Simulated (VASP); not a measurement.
MgS, 2 atoms in the cell. The structure is tetragonal, space group I-4m2 (No. 119). Conventional cell: a = 4.127 Å, b = 4.127 Å, c = 5.666 Å, α = 90.00°, β = 90.00°, γ = 90.00°. Mg (site symmetry -4m2) has 4 S at 2.50 Å within 3.3 Å. Within 3.3 Å of S (site symmetry -4m2) lie 4 Mg at 2.50 Å.  This cell differs from its parent crystal: strain +0.030 along x and y, +0.000 along z.

* Program: VASP 6.6.1
* Task: single point
* Functional: LDA
* Potentials or basis: VASP PAW LDA potentials, release 64 (Mg, S)
* Cutoff: 520 eV
* k mesh: 8 × 8 × 8
* Occupations: gaussian, width 0.05 eV
* Spin: no spin polarisation
* Dipole correction: no
* Further INCAR settings: ALGO = Normal; EDIFF = 1e-06; NBANDS = 11

Potentials or basis: VASP PAW LDA potentials, release 64 (Mg, S).

The run is started by

```sh
$ cat potpaw_LDA.64/Mg/POTCAR potpaw_LDA.64/S/POTCAR > POTCAR
$ mpirun -np 1 vasp_std > vasp.out
```

Hardware: 1 thread of Intel Xeon 8259CL (shared host).

Problem. How long does it take, and how much memory?

Solution. It took 37 s on 1 thread of Intel Xeon 8259CL (shared host), peak memory 0.17 GiB. Counts: scf iterations 12, k points 59.
